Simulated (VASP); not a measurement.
# ZnS: single point with r2SCAN

ZnS:

```
Zn S
1.0
     0.00000    2.77535    2.73493
     2.77535    0.00000    2.73493
     2.77535    2.77535    0.00000
Zn S
1 1
Direct
  0.00000 0.00000 0.00000
  0.75000 0.75000 0.75000
```

This cell differs from its parent crystal: strain +0.030 along x and y, +0.015 along z.

```
Program             : VASP 6.6.1
Task                : single point
Functional          : r2SCAN
Potentials or basis : VASP PAW PBE potentials, release 64 (Zn, S)
Cutoff              : 520 eV
k mesh              : 8 × 8 × 8
Occupations         : gaussian, width 0.05 eV
Spin                : no spin polarisation
```

The pressure is -4.9 GPa and the band gap on the k mesh is 2.34 eV.

Stress tensor (GPa, compression positive):
```
-5.14  0.00  0.00
 0.00 -5.14  0.00
 0.00  0.00 -4.53
```

Levels at points of the mesh, in eV from the valence-band top:
| k point | band 6 | band 7 | band 8 | band 9 | band 10 | band 11 | band 12 | band 13 |
| --- | --- | --- | --- | --- | --- | --- | --- | --- |
| (0.00, 0.00, 0.00) | -5.83 | -0.05 | -0.05 | 0.00 | 2.34 | 6.91 | 6.91 | 6.91 |
| (0.50, 0.00, 0.00) | -5.66 | -4.99 | -0.86 | -0.79 | 3.64 | 7.33 | 7.46 | 9.11 |
| (0.50, 0.50, 0.00) | -5.63 | -4.33 | -2.13 | -2.13 | 3.79 | 4.35 | 11.34 | 12.30 |
| (0.50, 0.00, 0.50) | -5.65 | -4.41 | -2.07 | -2.04 | 3.86 | 4.49 | 11.18 | 12.26 |

It took 70 s on 1 thread of Intel(R) Xeon(R) 6975P-C (Granite Rapids) (shared host), peak memory 0.19 GiB.

Caveat: the cell differs from its parent crystal (strain +0.030 along x and y, +0.015 along z); the cell stands under tension; the PAW data sets were made with another functional, which shifts forces and pressure a little.
